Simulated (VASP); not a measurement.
Write the native input for VASP 6.6.1 that does the following.

| Property | Result |
| --- | --- |
| Task | single point |
| Functional | PBE |
| Potentials or basis | VASP PAW PBE potentials, release 64 (Bi_d) |
| Cutoff | 520 eV |
| k mesh | 9 × 9 × 9 |
| Occupations | gaussian, width 0.014 eV |
| Spin | no spin polarisation |
| Dipole correction | no |
| Further INCAR settings | ALGO = Normal; EDIFF = 1e-06; NBANDS = 14 |

The structure of Bi lies in POSCAR:

```
Bi
1.0
   -1.9814305318      1.9814305318      1.9814305318
    1.9814305318     -1.9814305318      1.9814305318
    1.9814305318      1.9814305318     -1.9814305318
Bi
1
Direct
    0.0000000000      0.0000000000      0.0000000000
```

The input as run:

INCAR

```
SYSTEM = Bi
PREC = Accurate ; ENCUT = 520
EDIFF = 1E-6 ; ISMEAR = 0
SIGMA = 0.014 ; LREAL = .FALSE.
LASPH = .TRUE. ; NELM = 60
ALGO = Normal ; ISIF = 2
LWAVE = .FALSE. ; LCHARG = .TRUE.
GGA = PE ; LELF = .TRUE.
LVHAR = .TRUE. ; NBANDS = 14
```

KPOINTS

```
regular mesh
0
G
  9 9 9
  0 0 0
```

Potentials or basis: VASP PAW PBE potentials, release 64 (Bi_d).

The run is started by

```bash
$ cat potpaw_PBE.64/Bi_d/POTCAR > POTCAR
$ mpirun -np 1 vasp_std > vasp.out
```

It gave:

```json
{"Pressure": "0.8 GPa"}
```

Wall time 6.5 s on 1 thread of Intel(R) Xeon(R) 6975P-C (Granite Rapids) (shared host), peak memory 0.16 GiB.
